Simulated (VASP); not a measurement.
Input of a VASP 6.6.1 run:

The input INCAR:

```
ALGO = Normal ; EDIFF = 1E-7
ENCUT = 520 ; GGA = PE
ISIF = 2 ; ISMEAR = 0
LASPH = T ; LCHARG = F
LREAL = F ; LWAVE = F
NBANDS = 11 ; NELM = 60
PREC = Accurate ; SIGMA = 0.01
```

The input KPOINTS:

```
k-points
0
Gamma
  6 6 6
```

File POSCAR:

```
BN
1.0
    0.0000000000      1.8228737197      1.8228737197
    1.8228737197      0.0000000000      1.8228737197
    1.8228737197      1.8228737197      0.0000000000
B N
1 1
Direct
    0.0000000000      0.0000000000      0.0000000000
    0.2500000000      0.2500000000      0.2500000000
```

Potentials or basis: VASP PAW PBE potentials, release 64 (B, N).

The run is started by

```console
$ cat potpaw_PBE.64/B/POTCAR potpaw_PBE.64/N/POTCAR > POTCAR
$ mpirun -np 1 vasp_std > vasp.out
```

Problem. Predict the pressure.

Solution. -6.0 GPa.

Problem. Predict the band gap on the k mesh.

Solution. 4.43 eV, indirect (least direct gap 8.70 eV).

Caveat: the k points lie up to 0.50 Å⁻¹ apart; the cell differs from its parent crystal (strain +1.0%). A k mesh can miss the band edges.
